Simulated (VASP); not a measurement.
A run of VASP 6.6.1 is set up as follows.

File POSCAR:

```
SrO
1.0
    0.0000000000      2.5350022001      2.5350022001
    2.5350022001      0.0000000000      2.5350022001
    2.5350022001      2.5350022001      0.0000000000
Sr O
1 1
Direct
    0.0000000000      0.0000000000      0.0000000000
    0.5000000000      0.5000000000      0.5000000000
```

Contents of INCAR.step1:

```
SYSTEM = SrO
  PREC = Accurate
  ENCUT = 520
  EDIFF = 1E-5
  ISMEAR = 0
  SIGMA = 0.01
  LREAL = .FALSE.
  LASPH = .TRUE.
  NELM = 60
  ALGO = Normal
  ISIF = 2
  LWAVE = .TRUE.
  LCHARG = .FALSE.
  GGA = PE
  NBANDS = 15
```

Contents of INCAR.step2:

```
SYSTEM = SrO
  PREC = Accurate
  ENCUT = 520
  EDIFF = 1E-6
  ISMEAR = 0
  SIGMA = 0.01
  LREAL = .FALSE.
  LASPH = .TRUE.
  NELM = 60
  ALGO = Normal
  ISIF = 2
  LWAVE = .FALSE.
  LCHARG = .FALSE.
  GGA = PE
  LHFCALC = .TRUE.
  HFSCREEN = 0.2079
  PRECFOCK = Normal
  ISTART = 1
  NBANDS = 15
```

Contents of KPOINTS:

```
Automatic mesh
0
G
  6 6 6
  0 0 0
```

Potentials or basis: VASP PAW PBE potentials, release 64 (Sr_sv, O).

The run is started by

```sh
$ cat potpaw_PBE.64/Sr_sv/POTCAR potpaw_PBE.64/O/POTCAR > POTCAR
$ cp INCAR.step1 INCAR
$ mpirun -np 1 vasp_std > vasp.out
$ cp INCAR.step2 INCAR
$ mpirun -np 1 vasp_std > vasp.out
```

**Question.** What does it give for the band gap on the k mesh?

**Answer.** 4.73 eV (least direct gap 4.79 eV).

**Question.** What does it give for the pressure?

**Answer.** 5.7 GPa.

Caveat: the cell differs from its parent crystal (strain -1.7%); the cell stands under pressure; the PAW data sets were made with another functional, which shifts forces and pressure a little. A k mesh can miss the band edges.
